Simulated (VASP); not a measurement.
## TiO2: single point with PBEsol+U

The system is TiO2.

```
Ti O
1.0
     4.59410    0.00000    0.00000
     0.00000    4.59410    0.00000
     0.00000    0.00000    2.95890
Ti O
2 4
Direct
  0.00000 0.00000 0.00000
  0.50000 0.50000 0.50000
  0.30570 0.30570 0.00000
  0.19430 0.80570 0.50000
  0.69430 0.69430 0.00000
  0.80570 0.19430 0.50000
```

```
Program             : VASP 6.6.1
Task                : single point
Functional          : PBEsol
Potentials or basis : VASP PAW PBE potentials, release 64 (Ti_sv, O_h)
Cutoff              : 910 eV
k mesh              : 4 × 4 × 7
Occupations         : fermi-dirac, width 0.1 eV
Spin                : collinear spin
Starting moments    : [1.0, 1.0, 0.0, 0.0, 0.0, 0.0] μB
Hubbard terms       : Ti d U = 3.5 eV
```

| Item | Value |
| --- | --- |
| Pressure | 5.1 GPa |
| Largest force | 0.263 eV/Å |
| Band gap on the k mesh | 2.31 eV |
| Net moment | 0.00 μB per cell |
| Valence electrons inside the program's atomic spheres | Ti 10.16; O 3.38 |

Forces on the atoms (eV/Å):
```
Ti   0.000  0.000  0.000
Ti   0.000  0.000  0.000
O   -0.186 -0.186  0.000
O    0.186 -0.186  0.000
O    0.186  0.186  0.000
O   -0.186  0.186  0.000
```

Stress tensor (GPa, compression positive):
```
4.12 0.00 0.00
0.00 4.12 0.00
0.00 0.00 7.02
```

Levels at points of the mesh, in eV from the valence-band top:
Spin up:
```tsv
k point	band 20	band 21	band 22	band 23	band 24	band 25	band 26	band 27	band 28	band 29
(0.00, 0.00, 0.00)	-2.11	-0.78	-0.49	-0.49	0.00	2.31	2.55	2.89	2.95	2.95
(0.50, 0.00, 0.00)	-3.10	-1.69	-1.69	-0.79	-0.79	2.95	2.95	3.47	3.47	3.99
(0.50, 0.50, 0.00)	-2.12	-1.41	-1.41	-1.13	-1.13	2.32	2.32	2.97	2.97	4.24
```
Spin down:
| k point | band 21 | band 22 | band 23 | band 24 | band 25 | band 26 | band 27 | band 28 |
| --- | --- | --- | --- | --- | --- | --- | --- | --- |
| (0.00, 0.00, 0.00) | -0.78 | -0.49 | -0.49 | 0.00 | 2.31 | 2.55 | 2.89 | 2.95 |
| (0.50, 0.00, 0.00) | -1.69 | -1.69 | -0.79 | -0.79 | 2.95 | 2.95 | 3.47 | 3.47 |
| (0.50, 0.50, 0.00) | -1.41 | -1.41 | -1.13 | -1.13 | 2.32 | 2.32 | 2.97 | 2.97 |

Eigenvalues of the final occupation matrices:
| site | spin | trace | eigenvalues |
| --- | --- | --- | --- |
| site 1 d | 1 | 0.82 | 0.09 0.10 0.10 0.25 0.28 |
| site 1 d | 2 | 0.82 | 0.09 0.10 0.10 0.25 0.28 |
| site 2 d | 1 | 0.82 | 0.09 0.10 0.10 0.25 0.28 |
| site 2 d | 2 | 0.82 | 0.09 0.10 0.10 0.25 0.28 |

Run time: 2.8 min on 1 thread of Intel(R) Xeon(R) Platinum 8375C CPU @ 2.90GHz (Ice Lake), on a shared host, peak memory 0.41 GiB.

Caveat: the cutoff is under 1.25 times the usual one of these potentials, so pressure, stress and relaxed cells hold a basis-set (Pulay) error; the cell stands under pressure; the PAW data sets were made with another functional, which shifts forces and pressure a little; an odd mesh through Γ misses points on the zone boundary, where band edges can lie.
